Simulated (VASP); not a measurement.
A run of VASP 6.6.1 is set up as follows.

INCAR

```
PREC     = Accurate       # precision mode
ENCUT    = 520            # plane-wave cutoff, eV
EDIFF    = 1E-6           # SCF threshold, eV
ISMEAR   = -1             # smearing method
SIGMA    = 0.05           # smearing width, eV
LREAL    = F              # projectors in reciprocal space
LASPH    = T              # aspherical terms in the spheres
NELM     = 80             # most SCF steps
ALGO     = Normal         # electronic algorithm
ISIF     = 2              # what is computed and relaxed
LWAVE    = F              # write WAVECAR
LCHARG   = F              # write CHGCAR
GGA      = PE             # functional
NBANDS   = 10             # bands
```

KPOINTS

```
Automatic mesh
0
Gamma
  7 7 10
```

POSCAR

```
Al
1.0
    4.5213465623      0.0000000000      0.0000000000
   -2.2606732811      3.9156012806      0.0000000000
    0.0000000000      0.0000000000      2.7406309890
Al
2
Direct
    0.3333300000      0.6666700000      0.0000000000
    0.6666700000      0.3333300000      0.0000000000
```

Potentials or basis: VASP PAW PBE potentials, release 64 (Al).

Run with:

```console
$ cat potpaw_PBE.64/Al/POTCAR > POTCAR
$ mpirun -np 1 vasp_std > vasp.out
```

(1) What does it give for the pressure?

(2) What does it give for the band gap on the k mesh?

Answers

(1) 0.7 GPa.

(2) zero (band 3 reaches 6.46 eV, above the bottom of band 4 at 3.07 eV).
